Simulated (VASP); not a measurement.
**Au: single point with PBE**

Crystal: Au.

```xyz
2
Lattice="2.9038 0.0000 0.0000 -1.4519 2.5148 0.0000 0.0000 0.0000 4.8811" Properties=species:S:1:pos:R:3 pbc="T T T"
Au    0.0000    1.6765    3.6609
Au    1.4519    0.8383    1.2203
```

This isn't the form of Au at room conditions, which is fcc.

* Program: VASP 6.6.1
* Task: single point
* Functional: PBE
* Potentials or basis: VASP PAW PBE potentials, release 64 (Au)
* Cutoff: 520 eV
* k mesh: 16 × 16 × 10
* Occupations: gaussian, width 0.05 eV
* Spin: non-collinear spin, zero start, spin-orbit coupling
* Starting moments: [[0.0, 0.0, 0.0], [0.0, 0.0, 0.0]] μB

| Quantity | Value |
| --- | --- |
| Pressure | 0.1 GPa |
| Net moment | 0.00 μB per cell |
| Valence electrons inside the program's atomic spheres | Au 9.60 |

Stress tensor (GPa, compression positive):
```
 0.23  0.00  0.00
 0.00  0.23  0.00
 0.00  0.00 -0.08
```

Moments on the atoms (μB; x, y, z):
```
Au  0.00 0.00 0.00
Au  0.00 0.00 0.00
```

Run time: 3.8 min on 1 thread of AMD EPYC 9R45 96-Core Processor (Zen 5) (shared host), peak memory 0.41 GiB.
